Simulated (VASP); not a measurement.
# C in VASP: notebook

The runs below take C through single point, with PBE+D3(BJ).

All numbers are computed with VASP 6.6.1; they aren't measurements. Logs are shortened: lines on timing, memory, paths and dates and some standing lists are left out, and cuts for length are marked.

### Step 1. The cell of the first run

The cell holds a slab with vacuum, 2 atoms: a = 2.376 Å, b = 2.376 Å, c = 26.002 Å, α = 90.00°, β = 90.00°, γ = 120.00°.

### Step 2. Single point, PBE+D3(BJ)

Input file INCAR:

```
PREC = Accurate
ENCUT = 520
EDIFF = 1E-6
ISMEAR = 0
SIGMA = 0.1
LREAL = False
LASPH = True
NELM = 60
ALGO = Normal
ISIF = 2
LWAVE = False
LCHARG = False
LDIPOL = True
IDIPOL = 3
DIPOL = 0.5 0.5 0.500
GGA = PE
IVDW = 12
NBANDS = 11
```

Input file KPOINTS:

```
Automatic mesh
0
Gamma
  21 21 1
```

Input file POSCAR:

```
C
1.0
    2.3760000000      0.0000000000      0.0000000000
   -1.1880000000      2.0576763594      0.0000000000
    0.0000000000      0.0000000000     26.0024170307
C
2
Direct
    0.6666666667      0.3333333333      0.5054994888
    0.3333333333      0.6666666667      0.4945005112
```

Potentials or basis: VASP PAW PBE potentials, release 64 (C).

Command:

```bash
cat potpaw_PBE.64/C/POTCAR > POTCAR
mpirun -np 1 vasp_std > vasp.out
```

OUTCAR:

```text
PREC = Accurate
   ENCUT = 520
   EDIFF = 1E-6
   ISMEAR = 0
   LREAL = False
   LASPH = True
   NELM = 60
   ISIF = 2
   GGA = PE
   IVDW = 12
 IVDW          = 12

 ion  position               nearest neighbor table
   1  0.667  0.333  0.505-   2 1.40   2 1.40   2 1.40
   2  0.333  0.667  0.495-   1 1.40   1 1.40   1 1.40

  LATTYP: Found a hexagonal cell.
 ALAT       =     2.3760000000
 C/A-ratio  =    10.9437782116

  Lattice vectors:

 A1 = (   2.3760000000,   0.0000000000,   0.0000000000)
 A2 = (  -1.1880000000,   2.0576763594,   0.0000000000)
 A3 = (   0.0000000000,   0.0000000000,  26.0024170307)

Analysis of symmetry for initial positions (statically):
=====================================================================
 Subroutine PRICEL returns:
 Original cell was already a primitive cell.

 Routine SETGRP: Setting up the symmetry group for a
 hexagonal supercell.

 Subroutine GETGRP returns: Found 12 space group operations
 (whereof 12 operations were pure point group operations)
 out of a pool of 24 trial point group operations.

The static configuration has the point symmetry D_3d.

Analysis of symmetry for dynamics (positions and initial velocities):
=====================================================================
 Subroutine PRICEL returns:
 Original cell was already a primitive cell.

 Routine SETGRP: Setting up the symmetry group for a
 hexagonal supercell.

 Subroutine GETGRP returns: Found 12 space group operations
 (whereof 12 operations were pure point group operations)
 out of a pool of 24 trial point group operations.

The dynamic configuration has the point symmetry D_3d.

 Subroutine INISYM returns: Found 12 space group operations
 (whereof 12 operations are pure point group operations),
 and found     1 'primitive' translations

----------------------------------------------------------------------------------------

                                     Primitive cell

  volume of cell :     127.1268

  direct lattice vectors                    reciprocal lattice vectors
     2.376000000  0.000000000  0.000000000     0.420875421  0.242992538  0.000000000
    -1.188000000  2.057676359  0.000000000     0.000000000  0.485985075  0.000000000
     0.000000000  0.000000000 26.002417031     0.000000000  0.000000000  0.038457963

  length of vectors
     2.376000000  2.376000000 26.002417031     0.485985075  0.485985075  0.038457963

  position of ions in fractional coordinates (direct lattice)
     0.666666667  0.333333333  0.505499489
     0.333333333  0.666666667  0.494500511

  ion indices of the primitive-cell ions
   primitive index   ion index
[... 93 lines left out ...]
     AMIX     =   0.40;   BMIX     =  1.00
     AMIX_MAG =   1.60;   BMIX_MAG =  1.00
  volume/ion in A,a.u.               =      63.56       428.95
  Fermi-wavevector in a.u.,A,eV,Ry     =   0.651167  1.230527  5.769122  0.424019
  Thomas-Fermi vector in A             =   1.720680
   LORBIT       =      0    0 simple, 1 ext, 2 COOP (PROOUT), +10 PAW based schemes
   GGA     = PE    functional components
   LHFCALC =     F    Hartree Fock is set to
   AEXX    =    0.0000 exact exchange contribution
   IVDW    =    12    specifies the selected vdW correction
   LEPSILON=     F    determine dielectric tensor
   LRPA    =     F    only Hartree local field effects (RPA)
 non-spin polarized calculation
 Gauss-broadening in eV      SIGMA  =   0.10
  energy-cutoff  :      520.00
  volume of cell :      127.13
 maximum number of plane-waves:      3511
 NGX is ok and might be reduce to    18
   NGX =  9   NGY =  9   NGZ = 97

 dipolmoment           0.000000      0.000000      0.000000 electrons x Angstroem

 number of electron       8.0000003 magnetization

 dipolmoment           0.000000      0.000000     -0.000000 electrons x Angstroem

 Free energy of the ion-electron system (eV)
  ---------------------------------------------------
  ext. energy  EPLUGINS =         0.00000000
  ---------------------------------------------------
  free energy    TOTEN  =       -17.57024859 eV

  energy without entropy =      -17.56973685  energy(sigma->0) =      -17.56999272

 E-fermi :  -2.9019     XC(G=0):  -1.7343

 val. band max:       -2.9019160465   @ k =   0.3333   0.3333   0.0000
 cond. band min:      -2.9019160416   @ k =   0.3333   0.3333   0.0000
 fundamental gap:      0.0000000049
 Fermi energy:        -2.9019160439

 k-point     1 :       0.0000    0.0000    0.0000
  band No.  band energies     occupation
      1     -22.9582      2.00000
      2     -10.9472      2.00000
      3      -4.9478      2.00000
      4      -4.9478      2.00000
      5      -0.3227      0.00000
      6       0.9865      0.00000
      7       1.2360      0.00000
      8       1.7164      0.00000
      9       1.8992      0.00000
     10       2.9136      0.00000
     11       3.0794      0.00000
[... 309 lines left out ...]
 k-point    24 :       0.1905    0.0952    0.0000
  band No.  band energies     occupation
      1     -21.3451      2.00000
      2      -9.7672      2.00000
      3      -8.8026      2.00000
      4      -7.7395      2.00000
      5       1.2958      0.00000
      6       3.2074      0.00000
      7       3.4565      0.00000
      8       3.8648      0.00000
      9       3.9586      0.00000
     10       4.7047      0.00000
     11       5.1422      0.00000

 [... further k-points ...]

------------------------ aborting loop because EDIFF is reached ----------------------------------------

 vacuum level on the upper side and lower side of the slab       (xc-potential included)        -0.010        -0.010

 Edisp (eV)   -0.17230

 E8    (eV) :    -0.0539

  FORCE on cell =-STRESS in cart. coord.  units (eV):
  Direction    XX          YY          ZZ          XY          YZ          ZX
  --------------------------------------------------------------------------------------
  -------------------------------------------------------------------------------------
  Total       5.33484     5.33484    -1.37949     0.00000     0.00000     0.00000
  in kB      67.23494    67.23494   -17.38567     0.00000     0.00000     0.00000
  external pressure =       39.03 kB  Pullay stress =        0.00 kB

 VOLUME and BASIS-vectors are now :
 -----------------------------------------------------------------------------
  energy-cutoff  :      520.00
  volume of cell :      127.13
      direct lattice vectors                 reciprocal lattice vectors
     2.376000000  0.000000000  0.000000000     0.420875421  0.242992538  0.000000000
    -1.188000000  2.057676359  0.000000000     0.000000000  0.485985075  0.000000000
     0.000000000  0.000000000 26.002417031     0.000000000  0.000000000  0.038457963

 POSITION                                       TOTAL-FORCE (eV/Angst)
 -----------------------------------------------------------------------------------
      1.18800      0.68589     13.14421        -0.000000     -0.000000     -4.780840
     -0.00000      1.37178     12.85821         0.000000      0.000000      4.780840
 -----------------------------------------------------------------------------------
    total drift:                                0.000000     -0.000000     -0.000000

  FREE ENERGIE OF THE ION-ELECTRON SYSTEM (eV)
  ---------------------------------------------------
  free  energy   TOTEN  =       -17.7425503486 eV

  energy  without entropy=      -17.7420386120  energy(sigma->0) =      -17.74229448

 vacuum level on the upper side and lower side of the slab         1.197         1.197
```

It took 2 min on 1 thread of Intel Xeon 8259CL, shared host; peak memory 0.26 GiB.

Results:

* Free energy: -17.7426 eV
* Largest force: 4.781 eV/Å
* Band gap on the k mesh: zero (filled and empty bands touch)
* Dispersion energy per atom: -0.086 eV

Forces in eV/Å, atoms in the order of the input:
```
C    0.000  0.000 -4.781
C    0.000  0.000  4.781
```

### Step 3. Single point, PBE+D3(BJ)

Input file INCAR:

```
PREC = Accurate ; ENCUT = 520
EDIFF = 1E-6 ; ISMEAR = 0
SIGMA = 0.1 ; LREAL = False
LASPH = True ; NELM = 100
ALGO = Normal ; ISIF = 2
LWAVE = False ; LCHARG = False
LDIPOL = True ; IDIPOL = 3
DIPOL = 0.5 0.5 0.500 ; GGA = PE
IVDW = 12 ; NBANDS = 11
```

Input file KPOINTS:

```
regular mesh
0
Gamma
  21 21 1
```

Input file POSCAR:

```
C
1.0
    2.3760000000      0.0000000000      0.0000000000
   -1.1880000000      2.0576763594      0.0000000000
    0.0000000000      0.0000000000     26.0024170307
C
2
Direct
    0.6666666667      0.3333333333      0.5109797485
    0.3333333333      0.6666666667      0.4890202515
```

Potentials or basis: VASP PAW PBE potentials, release 64 (C).

Command:

```bash
cat potpaw_PBE.64/C/POTCAR > POTCAR
mpirun -np 1 vasp_std > vasp.out
```

It took 1.9 min on 1 thread of Intel Xeon 8259CL, shared host; peak memory 0.26 GiB.

It converged, with:

```yaml
Free_energy: -15.6382 eV
Largest_force: 9.949 eV/Å
Band_gap_on_the_k_mesh: zero (bands 4 and 5 overlap by 0.32 eV)
Dispersion_energy_per_atom: -0.086 eV
```

Forces in eV/Å, atoms in the order of the input:
```
C    0.000  0.000 -9.949
C    0.000  0.000  9.949
```

Levels at points of the mesh, in eV from the Fermi level:
```csv
k point,band 1,band 2,band 3,band 4,band 5,band 6,band 7,band 8,band 9
"(0.00, 0.00, 0.00)",-19.20,-7.69,0.04,0.04,0.96,4.01,4.21,4.68,4.74
```

### Step 4. Single point, PBE+D3(BJ)

Input file INCAR:

```
ALGO = Normal
DIPOL = 0.5 0.5 0.500
EDIFF = 1E-6
ENCUT = 520
GGA = PE
IDIPOL = 3
ISIF = 2
ISMEAR = 0
IVDW = 12
LASPH = True
LCHARG = False
LDIPOL = True
LREAL = False
LWAVE = False
NBANDS = 11
NELM = 80
PREC = Accurate
SIGMA = 0.1
```

Input file KPOINTS:

```
k-points
0
Gamma
  21 21 1
```

Input file POSCAR:

```
C
1.0
    2.3760000000      0.0000000000      0.0000000000
   -1.1880000000      2.0576763594      0.0000000000
    0.0000000000      0.0000000000     26.0024170307
C
2
Direct
    0.6666666667      0.3333333333      0.5164792373
    0.3333333333      0.6666666667      0.4835207627
```

Potentials or basis: VASP PAW PBE potentials, release 64 (C).

Command:

```bash
cat potpaw_PBE.64/C/POTCAR > POTCAR
mpirun -np 1 vasp_std > vasp.out
```

OUTCAR:

```text
EDIFF = 1E-6
   ENCUT = 520
   GGA = PE
   ISIF = 2
   ISMEAR = 0
   IVDW = 12
   LASPH = True
   LREAL = False
   NELM = 80
   PREC = Accurate
 IVDW          = 12

 ion  position               nearest neighbor table
   1  0.667  0.333  0.516-   2 1.62   2 1.62   2 1.62
   2  0.333  0.667  0.484-   1 1.62   1 1.62   1 1.62

  LATTYP: Found a hexagonal cell.
 ALAT       =     2.3760000000
 C/A-ratio  =    10.9437782116

  Lattice vectors:

 A1 = (   2.3760000000,   0.0000000000,   0.0000000000)
 A2 = (  -1.1880000000,   2.0576763594,   0.0000000000)
 A3 = (   0.0000000000,   0.0000000000,  26.0024170307)

Analysis of symmetry for initial positions (statically):
=====================================================================
 Subroutine PRICEL returns:
 Original cell was already a primitive cell.

 Routine SETGRP: Setting up the symmetry group for a
 hexagonal supercell.

 Subroutine GETGRP returns: Found 12 space group operations
 (whereof 12 operations were pure point group operations)
 out of a pool of 24 trial point group operations.

The static configuration has the point symmetry D_3d.

Analysis of symmetry for dynamics (positions and initial velocities):
=====================================================================
 Subroutine PRICEL returns:
 Original cell was already a primitive cell.

 Routine SETGRP: Setting up the symmetry group for a
 hexagonal supercell.

 Subroutine GETGRP returns: Found 12 space group operations
 (whereof 12 operations were pure point group operations)
 out of a pool of 24 trial point group operations.

The dynamic configuration has the point symmetry D_3d.

 Subroutine INISYM returns: Found 12 space group operations
 (whereof 12 operations are pure point group operations),
 and found     1 'primitive' translations

----------------------------------------------------------------------------------------

                                     Primitive cell

  volume of cell :     127.1268

  direct lattice vectors                    reciprocal lattice vectors
[... 124 lines left out ...]
   NGX =  9   NGY =  9   NGZ = 97

 number of electron       8.0000001 magnetization

 dipolmoment           0.000000      0.000000     -0.000000 electrons x Angstroem

 Free energy of the ion-electron system (eV)
  ---------------------------------------------------
  ext. energy  EPLUGINS =         0.00000000
  ---------------------------------------------------
  free energy    TOTEN  =       -12.60081677 eV

  energy without entropy =      -12.59161508  energy(sigma->0) =      -12.59621593

 E-fermi :  -4.2950     XC(G=0):  -1.9686

 val. band max:       -4.2954912073   @ k =   0.4286   0.0476   0.0000
 cond. band min:      -4.2825626452   @ k =   0.3810   0.1905   0.0000
 fundamental gap:      0.0129285621
 Fermi energy:        -4.2949595077

 k-point     1 :       0.0000    0.0000    0.0000
  band No.  band energies     occupation
      1     -22.5708      2.00000
      2     -11.8000      2.00000
      3      -4.8534      2.00000
      4      -2.2643      0.00000
      5      -2.2643      0.00000
      6       0.8875      0.00000
      7       1.1888      0.00000
      8       1.5567      0.00000
      9       1.8470      0.00000
     10       2.6070      0.00000
     11       3.0511      0.00000
[... 309 lines left out ...]
 k-point    24 :       0.1905    0.0952    0.0000
  band No.  band energies     occupation
      1     -20.8213      2.00000
      2     -10.1026      2.00000
      3      -7.6082      2.00000
      4      -5.2233      2.00000
      5      -3.6534      0.00000
      6       2.9900      0.00000
      7       3.1046      0.00000
      8       3.6443      0.00000
      9       4.0007      0.00000
     10       4.0911      0.00000
     11       4.8677      0.00000

 [... further k-points ...]

------------------------ aborting loop because EDIFF is reached ----------------------------------------

 vacuum level on the upper side and lower side of the slab       (xc-potential included)        -0.010        -0.010

 Edisp (eV)   -0.17692

 E8    (eV) :    -0.0552

  FORCE on cell =-STRESS in cart. coord.  units (eV):
  Direction    XX          YY          ZZ          XY          YZ          ZX
  --------------------------------------------------------------------------------------
  -------------------------------------------------------------------------------------
  Total       2.73802     2.73802    -7.56710     0.00000     0.00000     0.00000
  in kB      34.50718    34.50718   -95.36809     0.00000     0.00000     0.00000
  external pressure =       -8.78 kB  Pullay stress =        0.00 kB

 VOLUME and BASIS-vectors are now :
 -----------------------------------------------------------------------------
  energy-cutoff  :      520.00
  volume of cell :      127.13
      direct lattice vectors                 reciprocal lattice vectors
     2.376000000  0.000000000  0.000000000     0.420875421  0.242992538  0.000000000
    -1.188000000  2.057676359  0.000000000     0.000000000  0.485985075  0.000000000
     0.000000000  0.000000000 26.002417031     0.000000000  0.000000000  0.038457963

 POSITION                                       TOTAL-FORCE (eV/Angst)
 -----------------------------------------------------------------------------------
      1.18800      0.68589     13.42971         0.000000      0.000000     -8.815547
     -0.00000      1.37178     12.57271        -0.000000     -0.000000      8.815547
 -----------------------------------------------------------------------------------
    total drift:                                0.000000      0.000000     -0.000000

  FREE ENERGIE OF THE ION-ELECTRON SYSTEM (eV)
  ---------------------------------------------------
  free  energy   TOTEN  =       -12.7777369430 eV

  energy  without entropy=      -12.7685352541  energy(sigma->0) =      -12.77313610

 vacuum level on the upper side and lower side of the slab         1.353         1.353
```

It took 2.3 min on 1 thread of Intel Xeon 8259CL, shared host; peak memory 0.26 GiB.

Results:

```yaml
Free_energy: -12.7777 eV
Largest_force: 8.816 eV/Å
Band_gap_on_the_k_mesh: zero (bands 4 and 5 overlap by 2.48 eV)
Dispersion_energy_per_atom: -0.088 eV
```

Forces on the atoms (eV/Å):
```
C    0.000  0.000 -8.816
C    0.000  0.000  8.816
```

Levels at points of the mesh, in eV from the Fermi level:
```csv
k point,band 2,band 3,band 4,band 5,band 6,band 7
"(0.00, 0.00, 0.00)",-7.51,-0.56,2.03,2.03,5.18,5.48
```

### Step 5. Single point, PBE+D3(BJ)

Input file INCAR:

```
SYSTEM = C
ALGO = Normal
DIPOL = 0.5 0.5 0.500
EDIFF = 1E-7
ENCUT = 520
GGA = PE
IDIPOL = 3
ISIF = 2
ISMEAR = 0
IVDW = 12
LASPH = .True.
LCHARG = .True.
LDIPOL = .True.
LELF = .True.
LREAL = .False.
LVACPOTAV = .True.
LVHAR = .True.
LWAVE = .False.
NBANDS = 11
NELM = 60
PREC = Accurate
SIGMA = 0.1
```

Input file KPOINTS:

```
k-points
0
Gamma
  21 21 1
  0 0 0
```

Input file POSCAR:

```
C
1.0
    2.3760000000      0.0000000000      0.0000000000
   -1.1880000000      2.0576763594      0.0000000000
    0.0000000000      0.0000000000     26.0024170307
C
2
Direct
    0.6666666667      0.3333333333      0.5027497444
    0.3333333333      0.6666666667      0.4972502556
```

Command:

```bash
cat potpaw_PBE.64/C/POTCAR > POTCAR
mpirun -np 1 vasp_std > vasp.out
```

Run time: 2.5 min. Hardware: 1 thread of Intel Xeon 8259CL, shared host; peak memory 0.26 GiB.

The run converged. Its results:

```yaml
Free_energy: -18.2489 eV
Largest_force: 2.329 eV/Å
Band_gap_on_the_k_mesh: zero (filled and empty bands touch)
Dispersion_energy_per_atom: -0.086 eV
Work_function_of_the_upper_face: 3.96 eV
Work_function_of_the_lower_face: 3.96 eV
```

Forces on the atoms (eV/Å):
```
C    0.000  0.000 -2.329
C    0.000  0.000  2.329
```

Levels at points of the mesh, in eV from the Fermi level:
| k point | band 2 | band 3 | band 4 | band 5 | band 6 | band 7 |
| --- | --- | --- | --- | --- | --- | --- |
| (0.00, 0.00, 0.00) | -8.30 | -2.74 | -2.74 | 2.84 | 3.75 | 4.03 |

### Step 6. Single point, PBE+D3(BJ)

Input file INCAR:

```
PREC = Accurate
ENCUT = 520
EDIFF = 1E-6
ISMEAR = 0
SIGMA = 0.1
LREAL = False
LASPH = True
NELM = 80
ALGO = Normal
ISIF = 2
LWAVE = False
LCHARG = False
LDIPOL = True
IDIPOL = 3
DIPOL = 0.5 0.5 0.500
GGA = PE
IVDW = 12
NBANDS = 11
```

Input file KPOINTS:

```
regular mesh
0
Gamma
  21 21 1
```

Input file POSCAR:

```
C
1.0
    2.3760000000      0.0000000000      0.0000000000
   -1.1880000000      2.0576763594      0.0000000000
    0.0000000000      0.0000000000     26.0024170307
C
2
Direct
    0.6666666667      0.3333333333      0.5082492331
    0.3333333333      0.6666666667      0.4917507669
```

Potentials or basis: VASP PAW PBE potentials, release 64 (C).

Command:

```bash
cat potpaw_PBE.64/C/POTCAR > POTCAR
mpirun -np 1 vasp_std > vasp.out
```

It took 1.9 min on 1 thread of Intel Xeon 8259CL, shared host; peak memory 0.26 GiB.

It converged, with:

```
Free energy                : -16.8738 eV
Largest force              : 7.392 eV/Å
Band gap on the k mesh     : zero (filled and empty bands touch)
Dispersion energy per atom : -0.086 eV
```

Forces on the atoms (eV/Å):
```
C    0.000  0.000 -7.392
C    0.000  0.000  7.392
```

Levels at points of the mesh, in eV from the Fermi level:
```
           k point  band 1  band 2  band 3  band 4  band 5  band 6  band 7  band 8  band 9
(0.00, 0.00, 0.00)  -19.58   -7.71   -0.98   -0.98    2.02    4.07    4.29    4.79    4.86
```

### Step 7. Overview

| cell | gap on the mesh (eV) | largest force (eV/Å) |
| --- | --- | --- |
| as given, atomic positions A | none | 4.78 |
| as given, atomic positions B | none | 9.95 |
| as given, atomic positions C | none | 8.82 |
| as given, atomic positions D | none | 2.33 |
| as given, atomic positions E | none | 7.39 |

Alike in all rows: task single point; level PBE+D3(BJ); potentials or basis VASP PAW PBE potentials, release 64 (C); no spin polarisation; k mesh 21 × 21 × 1; cutoff (eV) 520; smearing gaussian 0.1 eV.

Absolute energies hang on the potentials; compare differences alone.
